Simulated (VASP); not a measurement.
Set up this calculation in VASP 6.6.1, as the native input.

```yaml
Task: single point
Functional: PBE
Potentials_or_basis: VASP PAW PBE potentials, release 64 (Si, S)
Cutoff: 400 eV
k_mesh: 2 × 2 × 2
Occupations: gaussian, width 0.01 eV
Spin: no spin polarisation
Dipole_correction: no
Further_INCAR_settings: LREAL = Auto; ALGO = Normal; EDIFF = 1e-06; NBANDS = 154
```

The structure of Si16S31 (a cell with a defect) lies in POSCAR:

```
Si16S31
1.0
  -12.7386097632      0.0000000000      0.0000000000
   -6.3693048816     11.0875852540      0.0000000000
   -6.3693048816      0.0000000000    -11.1853555564
Si S
16 31
Direct
    0.8071741642      0.5039585277      0.3749795970
    0.9492394416     -0.0047176572      0.1147098378
    0.3142288241      0.4988657451      0.3748928196
    0.4336561157     -0.0031245861      0.1421238063
    0.0636130602      0.4991881265      0.8750858795
    0.5613013673      0.5010332881      0.8749469034
    0.6932181525     -0.0062313400      0.6284934374
    0.1748108879      0.0171289314      0.6035512064
    0.6821537613      0.5039585277      0.6250204030
    0.8217115900     -0.0062313400      0.3715065626
    0.1891216437      0.4988657451      0.6251071804
    0.2783620943      0.0171289314      0.3964487936
    0.9362482708      0.5010332881      0.1250530966
    0.4386989396      0.4991881265      0.1249141205
    0.5639492795     -0.0047176572      0.8852901622
    0.0757799219     -0.0031245861      0.8578761937
    0.5192138319      0.3947996986      0.2496334538
    0.8985146293      0.8907966719      0.5000000000
    0.0131161014      0.3983222066      0.2523320964
    0.6394145424      0.8934363648      0.0151684900
    0.1545830325      0.8934363648      0.9848315100
    0.2688472858      0.3947996986      0.7503665462
    0.7654481977      0.3983222066      0.7476679036
    0.4779867288      0.6067916519      0.7523348077
    0.6160196614      0.0960208467      0.5000000000
    0.9839589625      0.6032074353      0.7497385063
    0.0666446323      0.1336124853      0.5000000000
    0.7303215365      0.6067916519      0.2476651923
    0.2336974689      0.6032074353      0.2502614937
    0.3584301034      0.0990290121      0.0121320088
    0.8705621121      0.0990290121     -0.0121320088
    0.1752980294      0.1020599990      0.7293195820
    0.2909800897      0.6023742559      0.5000000000
    0.6673918178      0.0972192601      0.7563436059
    0.7822601566      0.6087848239      0.5000000000
    0.4046176114      0.1020599990      0.2706804180
    0.9237354237      0.0972192601      0.2436563941
    0.0398161011      0.6032679276     -0.0000355339
    0.5397805672      0.6032679276      0.0000355339
    0.7030515488      0.4022050236      0.5000000000
    0.8479352306      0.8912407588      0.2426177680
    0.2126826107      0.3951904505      0.5000000000
    0.3278584832      0.8961100325      0.2702922327
    0.9615334195      0.3959081843      0.0000878227
    0.4616212422      0.3959081843     -0.0000878227
    0.5905529986      0.8912407588      0.7573822320
    0.0981507160      0.8961100325      0.7297077673
```

This cell differs from its parent crystal: atoms taken out, then relaxed in part.

These files were run (other wordings do the same):

INCAR

```
ALGO     = Normal         # electronic algorithm
EDIFF    = 1E-6           # SCF threshold, eV
ENCUT    = 400            # plane-wave cutoff, eV
GGA      = PE             # functional
GGA_COMPAT= F            
ISIF     = 2              # what is computed and relaxed
ISMEAR   = 0              # smearing method
KPAR     = 2            
LASPH    = T              # aspherical terms in the spheres
LCHARG   = F              # write CHGCAR
LREAL    = Auto         
LWAVE    = F              # write WAVECAR
NBANDS   = 154            # bands
NCORE    = 2            
NELM     = 120            # most SCF steps
PREC     = Accurate       # precision mode
SIGMA    = 0.01           # smearing width, eV
```

KPOINTS

```
k-points
0
Gamma
  2 2 2
```

Potentials or basis: VASP PAW PBE potentials, release 64 (Si, S).

Launch:

```sh
$ cat potpaw_PBE.64/Si/POTCAR potpaw_PBE.64/S/POTCAR > POTCAR
$ mpirun -np 4 vasp_std > vasp.out
```

Results of the run:

```json
{
 "Pressure": "-0.6 GPa",
 "Largest force": "0.044 eV/Å",
 "Band gap on the k mesh": "2.96 eV"
}
```

Caveat: the cell differs from its parent crystal (atoms taken out, then relaxed in part).

Run time: 17 min on 4 MPI ranks on Intel(R) Xeon(R) Platinum 8375C CPU @ 2.90GHz (Ice Lake), with other jobs on the host, peak memory 0.84 GiB a rank.
